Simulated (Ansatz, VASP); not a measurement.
# Two plane-wave programs on Si3N4

```xyz
14
Lattice="0.0000 3.8937 3.8937 3.8937 0.0000 3.8937 3.8937 3.8937 0.0000" Properties=species:S:1:pos:R:3 pbc="T T T"
Si    2.9203    2.9203    4.8671
Si    2.9203    4.8671    2.9203
Si    4.8671    2.9203    2.9203
Si    4.8671    4.8671    4.8671
Si    1.9469    1.9469    1.9469
Si    0.0000    0.0000    0.0000
N     6.7561    6.7561    6.7561
N     2.9782    4.8092    4.8092
N     4.8092    4.8092    2.9782
N     4.8092    2.9782    4.8092
N     4.9251    4.9251    6.7561
N     4.9251    6.7561    4.9251
N     2.9782    2.9782    2.9782
N     6.7561    4.9251    4.9251
```

Alike in both runs: task relaxation of cell and atoms; functional PBE; k mesh 6 × 6 × 6; occupations gaussian, width 0.02 eV; no spin polarisation.

```csv
,VASP,Ansatz
version,VASP 6.6.1,Ansatz 0.2.0
potentials or method,"VASP PAW PBE potentials, release 64 (Si, N), cutoff 600 eV","scalar-relativistic, plane waves, PAW"
valence electrons in the cell,64,64
```

VASP gave:

| Property | Result |
| --- | --- |
| gap on the k mesh at the Fermi level, each at its own relaxed structure (eV) | 3.34 |
| relaxed volume (Å³/atom) | 8.43 |
| relaxed cell length with the largest relative difference (Å) | 5.506 |

Which values does Ansatz return?

gap on the k mesh at the Fermi level, each at its own relaxed structure (eV): 3.34; relaxed volume (Å³/atom): 8.44; relaxed cell length with the largest relative difference (Å): 5.507.
